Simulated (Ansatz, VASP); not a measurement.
One calculation of B3Sb2P, two programs

Contents of INCAR:

```
SYSTEM = B3Sb2P
PREC = Accurate
ENCUT = 520
EDIFF = 1E-6
ISMEAR = 0
SIGMA = 0.1
LREAL = .FALSE.
LASPH = .TRUE.
NELM = 80
ALGO = Normal
ISIF = 2
LWAVE = .FALSE.
LCHARG = .FALSE.
GGA = PE
NBANDS = 21
```

Contents of KPOINTS:

```
Automatic mesh
0
G
  4 4 4
  0 0 0
```

Contents of POSCAR:

```
B3Sb2P
1.0
    5.1401126300      0.0000000000      0.0000000000
    0.0000000000      5.1401126300      0.0000000000
    0.0000000000      0.0000000000      4.2021182900
B Sb P
3 2 1
Direct
    0.5000000000      0.5000000000      0.0000000000
    0.5000000000      0.5000000000      0.6805023400
    0.5000000000      0.5000000000      0.3194976600
    0.0000000000      0.5000000000      0.5000000000
    0.5000000000      0.0000000000      0.5000000000
    0.0000000000      0.0000000000      0.5000000000
```

Input for Ansatz:

```yaml
crystal:
  lattice:
    - [5.14011263, 0.0, 0.0]
    - [0.0, 5.14011263, 0.0]
    - [0.0, 0.0, 4.20211829]
  atoms:
    - { symbol: B, position: [0.5, 0.5, 0.0] }
    - { symbol: B, position: [0.5, 0.5, 0.68050234] }
    - { symbol: B, position: [0.5, 0.5, 0.31949766] }
    - { symbol: Sb, position: [0.0, 0.5, 0.5] }
    - { symbol: Sb, position: [0.5, 0.0, 0.5] }
    - { symbol: P, position: [0.0, 0.0, 0.5] }
basis:
  ecutwfc: 420
kpoints:
  mp_grid: { grid: [4, 4, 4] }
hamiltonian:
  xc: pbe
scf:
  occupations: { method: gaussian, width: 0.1 }
  lower_state_search: "off"
output:
  forces: true
  stress: true
  eigenvalues: true
```

Alike in both runs: task single point; functional PBE; k mesh 4 × 4 × 4; occupations gaussian, width 0.1 eV; no spin polarisation.

|  | VASP | Ansatz |
| --- | --- | --- |
| version | VASP 6.6.1 | Ansatz 0.2.0 |
| potentials or method | VASP PAW PBE potentials, release 64 (B, Sb, P), cutoff 520 eV | scalar-relativistic, plane waves, PAW |
| valence electrons in the cell | 24 | 44 |

|  | VASP | Ansatz | Ansatz less VASP |
| --- | --- | --- | --- |
| gap on the k mesh at the Fermi level (eV) | none | none | - |
| pressure (GPa) | 18.5 | 18.6 | +0.03 |
| traceless stress, the component that is largest in VASP (GPa) | 23.28 | 23.29 | +0.006 |
| rms of the force components (eV/Å) | 2.799 | 2.790 | -0.0088 |

Atom by atom the forces differ by 0.009 eV/Å (rms over components). A gap of «none» marks a metal or a gap that the smearing closes. VASP's potentials hold 24 valence electrons a cell and Ansatz's 44, so a difference there can come from the potentials and not from the codes.

The k mesh is coarse, so the values compare programs but aren't converged. Neither program's run includes spin-orbit coupling.
